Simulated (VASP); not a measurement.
# Be in VASP: further runs, part 2 of 2

VASP 6.6.1. The steps go on from the part before.

## (3) Single point, PBEsol

This run uses another cell than the first one: it holds 2 atoms, not 8.

Contents of INCAR:

```
ALGO = Normal ; EDIFF = 1E-6
ENCUT = 520 ; GGA = PS
ISIF = 2 ; ISMEAR = 0
LASPH = T ; LCHARG = F
LREAL = F ; LWAVE = F
NBANDS = 9 ; NELM = 80
PREC = Accurate ; SIGMA = 0.1
```

Contents of KPOINTS:

```
k-points
0
Gamma
  27 27 16
```

Contents of POSCAR:

```
Be
1.0
    2.2574735724      0.0000000000      0.0000000000
   -1.1287367862      1.9550294621      0.0000000000
    0.0000000000      0.0000000000      3.5521902660
Be
2
Direct
    0.3333333333      0.6666666667      0.7500000000
    0.6666666667      0.3333333333      0.2500000000
```

Potentials or basis: VASP PAW PBE potentials, release 64 (Be).

Run with:

```sh
$ cat potpaw_PBE.64/Be/POTCAR > POTCAR
$ mpirun -np 1 vasp_std > vasp.out
```

OUTCAR:

```text
EDIFF = 1E-6
   ENCUT = 520
   GGA = PS
   ISIF = 2
   ISMEAR = 0
   LASPH = T
   LREAL = F
   NELM = 80
   PREC = Accurate

 ion  position               nearest neighbor table
   1  0.333  0.667  0.750-   2 2.20   2 2.20   2 2.20   2 2.20   2 2.20   2 2.20
   2  0.667  0.333  0.250-   1 2.20   1 2.20   1 2.20   1 2.20   1 2.20   1 2.20

  LATTYP: Found a hexagonal cell.
 ALAT       =     2.2574735724
 C/A-ratio  =     1.5735246292

  Lattice vectors:

 A1 = (   2.2574735724,   0.0000000000,   0.0000000000)
 A2 = (  -1.1287367862,   1.9550294621,   0.0000000000)
 A3 = (   0.0000000000,   0.0000000000,   3.5521902660)

Analysis of symmetry for initial positions (statically):
=====================================================================
 Subroutine PRICEL returns:
 Original cell was already a primitive cell.

 Routine SETGRP: Setting up the symmetry group for a
 hexagonal supercell.

 Subroutine GETGRP returns: Found 24 space group operations
 (whereof 12 operations were pure point group operations)
 out of a pool of 24 trial point group operations.

The static configuration has the point symmetry D_3d.
 The point group associated with its full space group is D_6h.

Analysis of symmetry for dynamics (positions and initial velocities):
=====================================================================
 Subroutine PRICEL returns:
 Original cell was already a primitive cell.

 Routine SETGRP: Setting up the symmetry group for a
 hexagonal supercell.

 Subroutine GETGRP returns: Found 24 space group operations
 (whereof 12 operations were pure point group operations)
 out of a pool of 24 trial point group operations.

The dynamic configuration has the point symmetry D_3d.
 The point group associated with its full space group is D_6h.

[... 119 lines left out ...]
  volume/ion in A,a.u.               =       7.84        52.90
  Fermi-wavevector in a.u.,A,eV,Ry     =   1.038335  1.962168 14.668975  1.078139
  Thomas-Fermi vector in A             =   2.172814
   LORBIT       =      0    0 simple, 1 ext, 2 COOP (PROOUT), +10 PAW based schemes
   GGA     = PS    functional components
   LHFCALC =     F    Hartree Fock is set to
   AEXX    =    0.0000 exact exchange contribution
   IVDW    =     0    specifies the selected vdW correction
   LEPSILON=     F    determine dielectric tensor
   LRPA    =     F    only Hartree local field effects (RPA)
 non-spin polarized calculation
 Gauss-broadening in eV      SIGMA  =   0.10
  energy-cutoff  :      520.00
  volume of cell :       15.68
 maximum number of plane-waves:       446
 NGX is ok and might be reduce to    18

 number of electron       4.0000000 magnetization

 Free energy of the ion-electron system (eV)
  ---------------------------------------------------
  ext. energy  EPLUGINS =         0.00000000
  ---------------------------------------------------
  free energy    TOTEN  =        -7.99697878 eV

  energy without entropy =       -7.99627519  energy(sigma->0) =       -7.99662698

 E-fermi :   6.9994     XC(G=0): -10.6362

 val. band max:        6.9804144433   @ k =   0.2963   0.2963   0.1875
 cond. band min:       7.0067268553   @ k =   0.2593   0.2593   0.1250
 fundamental gap:      0.0263124121
 Fermi energy:         6.9993561611

 k-point     1 :       0.0000    0.0000    0.0000
  band No.  band energies     occupation
      1      -4.3049      2.00000
      2       2.6017      2.00000
      3       8.2534      0.00000
      4      23.1729      0.00000
      5      23.1729      0.00000
      6      26.0398      0.00000
      7      26.0398      0.00000
      8      28.1783      0.00000
      9      34.3184      0.00000
[... 265 lines left out ...]
 k-point    24 :       0.3704    0.0370    0.0000
  band No.  band energies     occupation
      1       0.0417      2.00000
      2       6.3243      2.00000
      3       8.2457      0.00000
      4      13.2696      0.00000
      5      16.5223      0.00000
      6      16.9609      0.00000
      7      19.4893      0.00000
      8      24.4233      0.00000
      9      27.1292      0.00000

 [... further k-points ...]

------------------------ aborting loop because EDIFF is reached ----------------------------------------

  FORCE on cell =-STRESS in cart. coord.  units (eV):
  Direction    XX          YY          ZZ          XY          YZ          ZX
  --------------------------------------------------------------------------------------
  -------------------------------------------------------------------------------------
  Total        0.0335416      0.0335416      0.0428316      0.0000000     -0.0000000      0.0000000
  in kB        3.4278517      3.4278517      4.3772611      0.0000000     -0.0000000      0.0000000
  external PRESSURE =       3.7443215 kB  Pullay stress =       0.0000000 kB

 VOLUME and BASIS-vectors are now :
 -----------------------------------------------------------------------------
  energy-cutoff  :      520.00
  volume of cell :       15.68
      direct lattice vectors                 reciprocal lattice vectors
     2.257473572  0.000000000  0.000000000     0.442973071  0.255750622  0.000000000
    -1.128736786  1.955029462  0.000000000     0.000000000  0.511501243  0.000000000
     0.000000000  0.000000000  3.552190266     0.000000000  0.000000000  0.281516452

 POSITION                                       TOTAL-FORCE (eV/Angst)
 -----------------------------------------------------------------------------------
     -0.00000      1.30335      2.66414         0.000000     -0.000000      0.000000
      1.12874      0.65168      0.88805        -0.000000      0.000000      0.000000
 -----------------------------------------------------------------------------------
    total drift:                                0.000000     -0.000000      0.000000

  FREE ENERGIE OF THE ION-ELECTRON SYSTEM (eV)
  ---------------------------------------------------
  free  energy   TOTEN  =        -7.9969787825 eV

  energy  without entropy=       -7.9962751866  energy(sigma->0) =       -7.99662698
```

OSZICAR:

```text
N       E                     dE             d eps       ncg     rms          rms(c)
DAV:   1    -0.339827513230E+01   -0.33983E+01   -0.18000E+03 12262   0.366E+02
DAV:   2    -0.797935705415E+01   -0.45811E+01   -0.44615E+01 18381   0.541E+01
DAV:   3    -0.803010633534E+01   -0.50749E-01   -0.50340E-01 13712   0.370E+00
DAV:   4    -0.803019525994E+01   -0.88925E-04   -0.88921E-04 15460   0.151E-01
DAV:   5    -0.803019530383E+01   -0.43889E-07   -0.43841E-07 13575   0.316E-03    0.125E+00
DAV:   6    -0.800676805101E+01    0.23427E-01   -0.25475E-03 12946   0.498E-01    0.762E-01
DAV:   7    -0.799698001974E+01    0.97880E-02   -0.35497E-03 12774   0.513E-01    0.146E-02
DAV:   8    -0.799697816053E+01    0.18592E-05   -0.14447E-05 13604   0.266E-02    0.623E-03
DAV:   9    -0.799697878246E+01   -0.62193E-06   -0.42124E-07 12074   0.433E-03
   1 F= -.79969788E+01 E0= -.79966270E+01  d E =-.703596E-03
```

stdout:

```text
POSCAR found type information on POSCAR Be
 POSCAR found :  1 types and       2 ions
 scaLAPACK will be used
 -----------------------------------------------------------------------------
|                                                                             |
|                                                                             |
|     You enforced a specific xc type in the INCAR file but a different       |
|     I HOPE YOU KNOW WHAT YOU ARE DOING!                                     |
|                                                                             |
 -----------------------------------------------------------------------------

 LDA part: xc-table for (Slater+PW92), standard interpolation
 POSCAR, INCAR and KPOINTS ok, starting setup
 FFT: planning ... GRIDC
 FFT: planning ... GRID_SOFT
 FFT: planning ... GRID
 WAVECAR not read
 entering main loop
```

Wall time 24 s (1 thread of Intel Xeon 6975P-C (Granite Rapids), shared host); peak memory 0.19 GiB.

What came out:

* Free energy: -7.9970 eV
* Pressure: 0.4 GPa
* Band gap on the k mesh: zero (bands 2 and 3 overlap by 2.15 eV)

Caveat: the PAW data sets were made with another functional, which shifts forces and pressure a little.

## (4) Single point, PBEsol

Contents of INCAR:

```
PREC = Accurate
ENCUT = 520
EDIFF = 1E-6
ISMEAR = 0
SIGMA = 0.1
LREAL = F
LASPH = T
NELM = 100
ALGO = Fast
ISIF = 2
LWAVE = F
LCHARG = F
GGA = PS
NBANDS = 18
```

Contents of KPOINTS:

```
Automatic mesh
0
Gamma
  10 6 4
```

Contents of POSCAR:

```
Be
1.0
    1.1370931604     -1.9694407371     -0.0000019831
   -3.3784027223     -1.9509400027     -0.0001927511
   -0.0003653729     -0.0002008675     -7.0746807102
Be
8
Direct
    0.4999724037      0.8317199495      0.6250010017
    0.4999699425      0.8316570126      0.1249993594
    0.9999813368      0.3317204396      0.6249989404
    0.9999760531      0.3316699078      0.1250008699
    0.9999571595      0.6683118922      0.8749953550
    1.0000776547      0.6683037714      0.3750045935
    0.4999758892      0.1683135879      0.8750019414
    0.5000895604      0.1683034391      0.3749979388
```

Run with:

```sh
$ cat potpaw_PBE.64/Be/POTCAR > POTCAR
$ mpirun -np 1 vasp_std > vasp.out
```

It took 47 s on 1 thread of Intel Xeon 6975P-C (Granite Rapids), shared host; peak memory 0.22 GiB.

It converged, with:

* Free energy: -31.9704 eV
* Pressure: 0.4 GPa
* Band gap on the k mesh: zero (bands 8 and 9 overlap by 1.38 eV)

Stress tensor (GPa, compression positive):
```
 0.37  0.00 -0.02
 0.00  0.35 -0.01
-0.02 -0.01  0.44
```

Levels at points of the mesh, in eV from the Fermi level:
| k point | band 5 | band 6 | band 7 | band 8 | band 9 | band 10 | band 11 | band 12 |
| --- | --- | --- | --- | --- | --- | --- | --- | --- |
| (0.00, 0.00, 0.00) | -4.30 | -3.48 | -3.48 | -2.92 | 1.40 | 1.76 | 1.76 | 3.82 |
| (0.50, 0.00, 0.00) | -3.87 | -3.87 | 0.92 | 0.92 | 1.92 | 1.92 | 2.53 | 2.53 |
| (0.00, 0.50, 0.00) | -7.26 | -7.26 | -1.93 | -1.93 | 1.56 | 1.56 | 8.37 | 8.37 |
| (0.50, 0.50, 0.00) | -3.59 | -3.59 | -3.11 | -3.11 | 1.67 | 1.67 | 1.67 | 1.67 |
| (0.00, 0.00, 0.50) | -4.48 | -4.48 | -2.95 | -2.95 | 2.67 | 2.67 | 3.21 | 3.21 |
| (0.50, 0.00, 0.50) | -1.46 | -1.46 | -1.46 | -1.46 | 2.37 | 2.37 | 2.37 | 2.37 |
| (0.00, 0.50, 0.50) | -4.54 | -4.54 | -4.54 | -4.54 | 5.07 | 5.07 | 5.07 | 5.07 |
| (0.50, 0.50, 0.50) | -3.13 | -3.13 | -3.13 | -3.13 | 2.57 | 2.58 | 2.58 | 2.58 |

Caveat: the PAW data sets were made with another functional, which shifts forces and pressure a little.

## (5) Summary

```tsv
cell	k mesh	gap on the mesh (eV)	pressure (GPa)
a = 2.257, b = 3.910, c = 7.104 Å, 8 atoms, atomic positions A	10 × 6 × 4	none	0.4
a = 2.257, b = 2.257, c = 3.552 Å, angles 90.0, 90.0, 120.0°, 2 atoms, atomic positions B	27 × 27 × 16	none	0.4
a = 2.274, b = 3.901, c = 7.075 Å, 8 atoms, atomic positions C	10 × 6 × 4	none	0.4
```

Alike in all rows: task single point; level PBEsol; potentials or basis VASP PAW PBE potentials, release 64 (Be); no spin polarisation; cutoff (eV) 520; smearing gaussian 0.1 eV.

Caveats: the PAW data sets were made with another functional, which shifts forces and pressure a little.

Absolute energies hang on the potentials; compare differences alone.

The gap in the log of VASP goes by the Fermi energy; the results here count the filled bands.